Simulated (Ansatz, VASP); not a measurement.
# One calculation of GaS2, two programs

```
Ga S
1.0
     4.33044    0.00000    0.00000
    -2.16522    3.75027    0.00000
     0.00000    0.00000    3.59980
Ga S
1 2
Direct
  0.00000 0.00000 0.00000
  0.33333 0.66667 0.50000
  0.66667 0.33333 0.50000
```

Alike in both runs: functional PBE; k mesh 12 × 12 × 12; occupations gaussian, width 0.1 eV; no spin polarisation.

Ansatz relaxed the structure, and its values are those at the end. VASP's run is a single point on that final structure, the one shown.

|  | VASP | Ansatz |
| --- | --- | --- |
| version | VASP 6.6.1 | Ansatz 0.2.0 |
| potentials or method | VASP PAW PBE potentials, release 64 (Ga_d, S), cutoff 520 eV | scalar-relativistic, plane waves, PAW |
| valence electrons in the cell | 25 | 25 |

```tsv
	VASP	Ansatz	Ansatz less VASP
gap on the k mesh at the Fermi level (eV)	none	none	-
pressure (GPa)	0.0	0.0	+0.04
```

A gap of «none» marks a metal or a gap that the smearing closes. The functional is the same, so the differences come from potentials, cutoffs and numerics.
